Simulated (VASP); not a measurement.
# W6CO in VASP: a series of runs

Runs on W6CO. Level: PBEsol. Tasks: single point.

All numbers are computed with VASP 6.6.1; they aren't measurements. Logs are shortened: lines on timing, memory, paths and dates and some standing lists are left out, and cuts for length are marked.

### 1 The cell of the first run

The cell holds a slab with vacuum, 8 atoms: a = 4.461 Å, b = 4.461 Å, c = 20.907 Å, α = 90.00°, β = 90.00°, γ = 120.00°.

### 2 Single point, PBEsol

Contents of INCAR:

```
SYSTEM = W6CO
  PREC = Accurate
  ENCUT = 520
  EDIFF = 1E-6
  ISMEAR = 0
  SIGMA = 0.1
  LREAL = .FALSE.
  LASPH = .TRUE.
  NELM = 60
  ALGO = Normal
  ISIF = 2
  LWAVE = .FALSE.
  LCHARG = .TRUE.
  LDIPOL = .TRUE.
  IDIPOL = 3
  DIPOL = 0.5 0.5 0.353
  GGA = PS
  LELF = .TRUE.
  LVHAR = .TRUE.
  LVACPOTAV = .TRUE.
  NBANDS = 57
```

Contents of KPOINTS:

```
regular mesh
0
G
  6 6 1
  0 0 0
```

Contents of POSCAR:

```
W6CO
1.0
    4.4611858937      0.0000000000      0.0000000000
   -2.2305929468      3.8635003149      0.0000000000
    0.0000000000      0.0000000000     20.9074398360
W C O
6 1 1
Direct
    0.6666666667      0.3333333333      0.1913194552
    0.3333333333      0.6666666667      0.2348750395
    0.0000000000      0.0000000000      0.2784306238
    0.6666666667      0.3333333333      0.3213647026
    0.3333333333      0.6666666667      0.3586767750
    0.0000000000      0.0000000000      0.3949522228
    0.0000000000      0.8888888889      0.4927853792
    0.0000000000      0.8888888889      0.5477996691
```

Potentials or basis: VASP PAW PBE potentials, release 64 (W_sv, C, O).

Launch:

```bash
cat potpaw_PBE.64/W_sv/POTCAR potpaw_PBE.64/C/POTCAR potpaw_PBE.64/O/POTCAR > POTCAR
mpirun -np 1 vasp_std > vasp.out
```

OUTCAR:

```text
SYSTEM = W6CO
   PREC = Accurate
   ENCUT = 520
   EDIFF = 1E-6
   ISMEAR = 0
   LREAL = .FALSE.
   LASPH = .TRUE.
   NELM = 60
   ISIF = 2
   GGA = PS

 ion  position               nearest neighbor table
   1  0.667  0.333  0.191-   4 2.72   2 2.73   2 2.73   2 2.73   3 3.15   3 3.15   3 3.15
   2  0.333  0.667  0.235-   5 2.59   1 2.73   3 2.73   1 2.73   3 2.73   3 2.73   1 2.73   4 3.15
                             4 3.15   4 3.15
   3  0.000  0.000  0.278-   6 2.44   4 2.73   4 2.73   4 2.73   2 2.73   2 2.73   2 2.73   5 3.07
                             5 3.07   5 3.07   1 3.15   1 3.15   1 3.15
   4  0.667  0.333  0.321-   5 2.69   5 2.69   5 2.69   1 2.72   3 2.73   3 2.73   3 2.73   6 3.00
                             6 3.00   6 3.00   2 3.15   2 3.15   2 3.15
   5  0.333  0.667  0.359-   2 2.59   6 2.69   6 2.69   6 2.69   4 2.69   4 2.69   4 2.69   3 3.07
                             3 3.07   3 3.07
   6  0.000  0.000  0.395-   7 2.10   3 2.44   5 2.69   5 2.69   5 2.69   4 3.00   4 3.00   4 3.00

   7  0.000  0.889  0.493-   8 1.15   6 2.10
   8  0.000  0.889  0.548-   7 1.15

  LATTYP: Found a hexagonal cell.
 ALAT       =     4.4611858937
 C/A-ratio  =     4.6865206549

  Lattice vectors:

 A1 = (   4.4611858937,   0.0000000000,   0.0000000000)
 A2 = (  -2.2305929468,   3.8635003149,   0.0000000000)
 A3 = (   0.0000000000,   0.0000000000,  20.9074398360)

Analysis of symmetry for initial positions (statically):
=====================================================================
 Subroutine PRICEL returns:
 Original cell was already a primitive cell.

 Routine SETGRP: Setting up the symmetry group for a
 hexagonal supercell.

 Subroutine GETGRP returns: Found  1 space group operations
 (whereof  1 operations were pure point group operations)
 out of a pool of 24 trial point group operations.

The static configuration has the point symmetry C_1 .

Analysis of symmetry for dynamics (positions and initial velocities):
=====================================================================
 Subroutine PRICEL returns:
 Original cell was already a primitive cell.

 Routine SETGRP: Setting up the symmetry group for a
 hexagonal supercell.

 Subroutine GETGRP returns: Found  1 space group operations
 (whereof  1 operations were pure point group operations)
 out of a pool of 24 trial point group operations.

The dynamic configuration has the point symmetry C_1 .

 Subroutine INISYM returns: Found  1 space group operations
 (whereof  1 operations are pure point group operations),
 and found     1 'primitive' translations

----------------------------------------------------------------------------------------

                                     Primitive cell

  volume of cell :     360.3563

  direct lattice vectors                    reciprocal lattice vectors
     4.461185894  0.000000000  0.000000000     0.224155645  0.129416322  0.000000000
    -2.230592947  3.863500315  0.000000000     0.000000000  0.258832644  0.000000000
     0.000000000  0.000000000 20.907439836     0.000000000  0.000000000  0.047829864

  length of vectors
     4.461185894  4.461185894 20.907439836     0.258832644  0.258832644  0.047829864

  position of ions in fractional coordinates (direct lattice)
     0.666666667  0.333333333  0.191319455
     0.333333333  0.666666667  0.234875039
     0.000000000  0.000000000  0.278430624
     0.666666667  0.333333333  0.321364703
     0.333333333  0.666666667  0.358676775
     0.000000000  0.000000000  0.394952223
     0.000000000  0.888888889  0.492785379
     0.000000000  0.888888889  0.547799669

  ion indices of the primitive-cell ions
   primitive index   ion index
                 1           1
                 2           2
                 3           3
                 4           4
                 5           5
                 6           6
                 7           7
                 8           8

----------------------------------------------------------------------------------------

 KPOINTS: regular mesh

Automatic generation of k-mesh.
 Grid dimensions read from file:
 generate k-points for:    6    6    1

 Generating k-lattice:

  Cartesian coordinates                     Fractional coordinates (reciprocal lattice)
     0.037359274  0.021569387  0.000000000     0.166666667  0.000000000  0.000000000
     0.000000000  0.043138774  0.000000000     0.000000000  0.166666667  0.000000000
     0.000000000  0.000000000  0.047829864     0.000000000  0.000000000  1.000000000

  Length of vectors
     0.043138774  0.043138774  0.047829864

  Shift w.r.t. Gamma in fractional coordinates (k-lattice)
     0.000000000  0.000000000  0.000000000

 Subroutine IBZKPT returns following result:
 ===========================================

 Found     20 irreducible k-points:

 Following reciprocal coordinates:
            Coordinates               Weight
  0.000000  0.000000  0.000000      1.000000
  0.166667  0.000000  0.000000      2.000000
  0.000000  0.166667  0.000000      2.000000
 -0.166667  0.166667  0.000000      2.000000
  0.333333  0.000000  0.000000      2.000000
  0.000000  0.333333  0.000000      2.000000
[... 12 lines left out ...]
  0.500000 -0.166667  0.000000      2.000000
  0.333333  0.333333  0.000000      2.000000
   k-points           NKPTS =     20   k-points in BZ     NKDIM =     20   number of bands    NBANDS=     57
   number of dos      NEDOS =    301   number of ions     NIONS =      8
   total plane-waves  NPLWV = 207360
   dimension x,y,z NGX =    36 NGY =   36 NGZ =  160
   dimension x,y,z NGXF=    72 NGYF=   72 NGZF=  320
   ions per type =               6   1   1
   NGX,Y,Z   is equivalent  to a cutoff of  13.42, 13.42, 12.72 a.u.
   NGXF,Y,Z  is equivalent  to a cutoff of  26.83, 26.83, 25.44 a.u.
 SYSTEM =  W6CO
   PREC   = accura    normal or accurate (medium, high low for compatibility)
   ISTART =      0    job   : 0-new  1-cont  2-samecut
   ICHARG =      2    charge: 1-file 2-atom 10-const
   ISPIN  =      1    spin polarized calculation?
   LNONCOLLINEAR =      F non collinear calculations
   LSORBIT =      F    spin-orbit coupling
   LASPH  =      T    aspherical Exc in radial PAW
   ENCUT  =  520.0 eV  38.22 Ry    6.18 a.u.   8.29  8.29 38.87*2*pi/ulx,y,z
   NELM   =     60;   NELMIN=  2; NELMDL= -5     # of ELM steps
   EDIFF  = 0.1E-05   stopping-criterion for ELM
   LREAL  =      F    real-space projection
   EDIFFG = 0.1E-04   stopping-criterion for IOM
   NSW    =      0    number of steps for IOM
   IBRION =     -1    ionic relax: 0-MD 1-quasi-New 2-CG
   NFREE  =      0    steps in history (QN), initial steepest desc. (CG)
   ISIF   =      2    stress and relaxation
   ISYM   =      2    0-nonsym 1-usesym 2-fastsym
   POTIM  = 0.5000    time-step for ionic-motion
   TEBEG  =    0.0;   TEEND  =   0.0 temperature during run
   PSTRESS=    0.0 pullay stress
   NELECT =      94.0000    total number of electrons
   NUPDOWN=      -1.0000    fix difference up-down
   EMIN   =  10.00;   EMAX   =-10.00  energy-range for DOS
   EFERMI =   0.00;   METHOD = LEGACY
   ISMEAR =     0;   SIGMA  =   0.10  broadening in eV -4-tet -1-fermi 0-gaus
   EFERMI_NEDOS =   21; number of points for ismear=-14 and -15
   IALGO  =     38    algorithm
   IMIX   =      4    mixing-type and parameters
     AMIX     =   0.40;   BMIX     =  1.00
     AMIX_MAG =   1.60;   BMIX_MAG =  1.00
  volume/ion in A,a.u.               =      45.04       303.98
  Fermi-wavevector in a.u.,A,eV,Ry     =   1.046020  1.976692 14.886927  1.094158
  Thomas-Fermi vector in A             =   2.180841
   LORBIT       =      0    0 simple, 1 ext, 2 COOP (PROOUT), +10 PAW based schemes
   GGA     = PS    functional components
   LHFCALC =     F    Hartree Fock is set to
   AEXX    =    0.0000 exact exchange contribution
   IVDW    =     0    specifies the selected vdW correction
   LEPSILON=     F    determine dielectric tensor
   LRPA    =     F    only Hartree local field effects (RPA)
 non-spin polarized calculation
 Gauss-broadening in eV      SIGMA  =   0.10
  energy-cutoff  :      520.00
  volume of cell :      360.36
 maximum number of plane-waves:      9742
 NGX is ok and might be reduce to    36
   NGX = 17   NGY = 17   NGZ = 77

 dipolmoment           0.000000      0.000000     -0.015996 electrons x Angstroem

 number of electron      94.0000007 magnetization

 dipolmoment           0.000000      0.000000      0.140661 electrons x Angstroem

 Free energy of the ion-electron system (eV)
  ---------------------------------------------------
  ext. energy  EPLUGINS =         0.00000000
  ---------------------------------------------------
  free energy    TOTEN  =       -90.34134748 eV

  energy without entropy =      -90.30754761  energy(sigma->0) =      -90.32444755

 E-fermi :   0.0591     XC(G=0):  -5.3429

 val. band max:        0.0388708991   @ k =   0.5000   0.3333   0.0000
 cond. band min:       0.0619299688   @ k =   0.5000   0.0000   0.0000
 fundamental gap:      0.0230590697
 Fermi energy:         0.0590799525

 k-point     1 :       0.0000    0.0000    0.0000
  band No.  band energies     occupation
      1     -73.9236      2.00000
      2     -73.8340      2.00000
      3     -73.7726      2.00000
      4     -73.6603      2.00000
      5     -73.5613      2.00000
      6     -73.4825      2.00000
[... 49 lines left out ...]
     56       2.9526      0.00000
     57       2.9654      0.00000

 k-point     2 :       0.1667    0.0000    0.0000
  band No.  band energies     occupation
      1     -73.9159      2.00000
      2     -73.8324      2.00000
      3     -73.7757      2.00000
      4     -73.6605      2.00000
      5     -73.5633      2.00000
      6     -73.4869      2.00000
[... 49 lines left out ...]
     56       2.8356      0.00000
     57       2.8838      0.00000

 k-point     3 :       0.0000    0.1667    0.0000
  band No.  band energies     occupation
      1     -73.9159      2.00000
      2     -73.8324      2.00000
      3     -73.7757      2.00000
      4     -73.6605      2.00000
      5     -73.5633      2.00000
      6     -73.4869      2.00000
[... 954 lines left out ...]
      1     -73.8898      2.00000
      2     -73.8276      2.00000
      3     -73.7863      2.00000
      4     -73.6628      2.00000
      5     -73.5675      2.00000
      6     -73.5016      2.00000
[... 49 lines left out ...]
     56       2.1687      0.00000
     57       2.5048      0.00000

 k-point    20 :       0.3333    0.3333    0.0000
  band No.  band energies     occupation
      1     -73.8854      2.00000
      2     -73.8266      2.00000
      3     -73.7876      2.00000
      4     -73.6639      2.00000
      5     -73.5677      2.00000
      6     -73.5044      2.00000
[... 49 lines left out ...]
     56       2.2023      0.00000
     57       2.4248      0.00000

------------------------ aborting loop because EDIFF is reached ----------------------------------------

  FORCE on cell =-STRESS in cart. coord.  units (eV):
  Direction    XX          YY          ZZ          XY          YZ          ZX
  --------------------------------------------------------------------------------------
  -------------------------------------------------------------------------------------
  Total       -6.7062397     -6.3512974      1.9900202     -0.1202718      0.0255094      0.0034816
  in kB      -29.8165591    -28.2384531      8.8478133     -0.5347394      0.1134170      0.0154795
  external PRESSURE =     -16.4023996 kB  Pullay stress =       0.0000000 kB

 VOLUME and BASIS-vectors are now :
 -----------------------------------------------------------------------------
  energy-cutoff  :      520.00
  volume of cell :      360.36
      direct lattice vectors                 reciprocal lattice vectors
     4.461185894  0.000000000  0.000000000     0.224155645  0.129416322  0.000000000
    -2.230592947  3.863500315  0.000000000     0.000000000  0.258832644  0.000000000
     0.000000000  0.000000000 20.907439836     0.000000000  0.000000000  0.047829864

 POSITION                                       TOTAL-FORCE (eV/Angst)
 -----------------------------------------------------------------------------------
      2.23059      1.28783      4.00000         0.025585     -0.037799      2.442884
     -0.00000      2.57567      4.91064        -0.026285      0.043818     -0.212991
      0.00000      0.00000      5.82127         0.102674     -0.318002     -4.024486
      2.23059      1.28783      6.71891         0.082474      0.021673     -0.802101
     -0.00000      2.57567      7.49901         0.036056     -0.067929      0.498692
      0.00000      0.00000      8.25744        -0.386924      0.692080      2.077017
     -1.98275      3.43422     10.30288         0.089641     -0.248045     -0.918861
     -1.98275      3.43422     11.45309         0.076779     -0.085796      0.939847
 -----------------------------------------------------------------------------------
    total drift:                                0.000005     -0.000008     -0.001141

  FREE ENERGIE OF THE ION-ELECTRON SYSTEM (eV)
  ---------------------------------------------------
  free  energy   TOTEN  =       -90.3413474836 eV

  energy  without entropy=      -90.3075476103  energy(sigma->0) =      -90.32444755

 vacuum level on the upper side and lower side of the slab         5.348         3.872
```

Wall time 11 min (1 thread of AMD EPYC 9R45 (Zen 5), shared host); peak memory 0.63 GiB.

Results:

```yaml
Free_energy: -90.3413 eV
Largest_force: 4.038 eV/Å
Band_gap_on_the_k_mesh: zero (bands 47 and 48 overlap by 0.04 eV)
```

Forces in eV/Å, atoms in the order of the input:
```
W    0.026 -0.038  2.443
W   -0.026  0.044 -0.213
W    0.103 -0.318 -4.024
W    0.082  0.022 -0.802
W    0.036 -0.068  0.499
W   -0.387  0.692  2.077
C    0.090 -0.248 -0.919
O    0.077 -0.086  0.940
```

Levels at points of the mesh, in eV from the Fermi level:
| k point | band 43 | band 44 | band 45 | band 46 | band 47 | band 48 | band 49 | band 50 | band 51 | band 52 |
| --- | --- | --- | --- | --- | --- | --- | --- | --- | --- | --- |
| (0.00, 0.00, 0.00) | -1.28 | -1.27 | -1.05 | -1.04 | -0.50 | 0.32 | 0.66 | 1.00 | 1.58 | 1.59 |
| (0.50, 0.00, 0.00) | -1.42 | -1.32 | -0.77 | -0.28 | 0.00 | 0.18 | 0.27 | 0.74 | 1.28 | 1.73 |
| (0.00, 0.50, 0.00) | -1.49 | -1.39 | -0.75 | -0.10 | 0.02 | 0.11 | 0.22 | 0.73 | 1.29 | 1.74 |
| (0.50, 0.50, 0.00) | -1.39 | -1.13 | -0.80 | -0.37 | 0.01 | 0.22 | 0.27 | 0.63 | 1.29 | 1.72 |

Caveat: the PAW data sets were made with another functional, which shifts forces and pressure a little; spin-orbit coupling is left out, which moves the levels of the heavy elements.

### 3 Single point, PBEsol

Contents of INCAR:

```
PREC = Accurate ; ENCUT = 520
EDIFF = 1E-7 ; ISMEAR = 0
SIGMA = 0.1 ; LREAL = F
LASPH = T ; NELM = 60
ALGO = Normal ; ISIF = 2
LWAVE = F ; LCHARG = F
LDIPOL = T ; IDIPOL = 3
DIPOL = 0.5 0.5 0.343 ; GGA = PS
NBANDS = 57
```

Contents of KPOINTS:

```
regular mesh
0
Gamma
  6 6 1
```

Changes to POSCAR since step 2:

```diff
@@ -14,3 +14,3 @@
     0.0000000000      0.0000000000      0.3949522228
-    0.0000000000      0.8888888889      0.4927853792
-    0.0000000000      0.8888888889      0.5477996691
+    0.2222222222      0.6666666667      0.4532583878
+    0.2222222222      0.6666666667      0.5097412937
```

Potentials or basis: VASP PAW PBE potentials, release 64 (W_sv, C, O).

Launch:

```bash
cat potpaw_PBE.64/W_sv/POTCAR potpaw_PBE.64/C/POTCAR potpaw_PBE.64/O/POTCAR > POTCAR
mpirun -np 1 vasp_std > vasp.out
```

Wall time 11 min (1 thread of AMD EPYC 9R45 (Zen 5), shared host); peak memory 0.66 GiB.

It converged, with:

- Free energy: -90.9330 eV
- Largest force: 3.091 eV/Å
- Band gap on the k mesh: zero (bands 47 and 48 overlap by 0.02 eV)

Forces in eV/Å, atoms in the order of the input:
```
W   -0.094  0.024  3.089
W    0.164  0.010 -2.078
W   -0.138 -0.001 -1.930
W   -0.250 -0.087 -1.145
W   -0.111  0.011  1.518
W    0.238  0.192  0.532
C    0.669 -0.141 -0.734
O   -0.479 -0.009  0.749
```

Levels at points of the mesh, in eV from the Fermi level:
```tsv
k point	band 44	band 45	band 46	band 47	band 48	band 49	band 50	band 51
(0.00, 0.00, 0.00)	-1.34	-1.13	-1.09	-0.49	0.40	1.19	1.43	1.66
(0.50, 0.00, 0.00)	-1.04	-0.70	-0.31	0.02	0.11	0.67	0.75	1.35
(0.00, 0.50, 0.00)	-1.09	-0.70	-0.28	-0.09	0.12	0.75	0.93	1.22
(0.50, 0.50, 0.00)	-1.15	-0.66	-0.36	-0.22	0.15	0.71	0.84	1.48
```

Caveat: the PAW data sets were made with another functional, which shifts forces and pressure a little; spin-orbit coupling is left out, which moves the levels of the heavy elements.

### 4 Single point, PBEsol

Contents of INCAR:

```
PREC = Accurate
ENCUT = 520
EDIFF = 1E-6
ISMEAR = 0
SIGMA = 0.1
LREAL = False
LASPH = True
NELM = 100
ALGO = Normal
ISIF = 2
LWAVE = False
LCHARG = False
LDIPOL = True
IDIPOL = 3
DIPOL = 0.5 0.5 0.335
GGA = PS
NBANDS = 57
```

Contents of KPOINTS:

```
Automatic mesh
0
Gamma
  6 6 1
```

Changes to POSCAR since step 3:

```diff
@@ -14,3 +14,3 @@
     0.0000000000      0.0000000000      0.3949522228
-    0.2222222222      0.6666666667      0.4532583878
-    0.2222222222      0.6666666667      0.5097412937
+    0.6666666667      0.2222222222      0.4204659875
+    0.6666666667      0.2222222222      0.4789154635
```

Launch:

```bash
cat potpaw_PBE.64/W_sv/POTCAR potpaw_PBE.64/C/POTCAR potpaw_PBE.64/O/POTCAR > POTCAR
mpirun -np 1 vasp_std > vasp.out
```

Wall time 11 min (1 thread of AMD EPYC 9R45 (Zen 5), shared host); peak memory 0.63 GiB.

It converged, with:

| Quantity | Value |
| --- | --- |
| Free energy | -90.4101 eV |
| Largest force | 2.338 eV/Å |
| Band gap on the k mesh | zero (bands 47 and 48 overlap by 0.07 eV) |

Forces in eV/Å, atoms in the order of the input:
```
W   -0.012 -0.016  2.338
W    0.059 -0.064 -0.978
W   -0.121  0.125 -2.188
W   -0.109  0.282 -0.412
W   -0.046 -0.009  0.042
W    0.636 -0.052  1.165
C   -0.519 -0.392 -0.545
O    0.112  0.125  0.578
```

Levels at points of the mesh, in eV from the Fermi level:
| k point | band 45 | band 46 | band 47 | band 48 | band 49 | band 50 |
| --- | --- | --- | --- | --- | --- | --- |
| (0.00, 0.00, 0.00) | -1.23 | -1.17 | -0.24 | 0.26 | 0.53 | 1.16 |
| (0.50, 0.00, 0.00) | -0.69 | -0.47 | -0.13 | 0.06 | 0.32 | 0.66 |
| (0.00, 0.50, 0.00) | -0.53 | -0.42 | -0.12 | 0.10 | 0.23 | 0.47 |
| (0.50, 0.50, 0.00) | -0.87 | -0.60 | -0.12 | 0.08 | 0.54 | 0.69 |

Caveat: the PAW data sets were made with another functional, which shifts forces and pressure a little; spin-orbit coupling is left out, which moves the levels of the heavy elements.

### 5 The runs side by side

```tsv
cell	gap on the mesh (eV)	largest force (eV/Å)
as given, atomic positions A	none	4.04
as given, atomic positions B	none	3.09
as given, atomic positions C	none	2.34
```

Alike in all rows: task single point; level PBEsol; potentials or basis VASP PAW PBE potentials, release 64 (W_sv, C, O); no spin polarisation; k mesh 6 × 6 × 1; cutoff (eV) 520; smearing gaussian 0.1 eV.

Caveats: the PAW data sets were made with another functional, which shifts forces and pressure a little; spin-orbit coupling is left out, which moves the levels of the heavy elements.

Total energies depend on the potentials used, so only differences within one code and one set of settings carry meaning.

The gap in the log of VASP goes by the Fermi energy; the results here count the filled bands.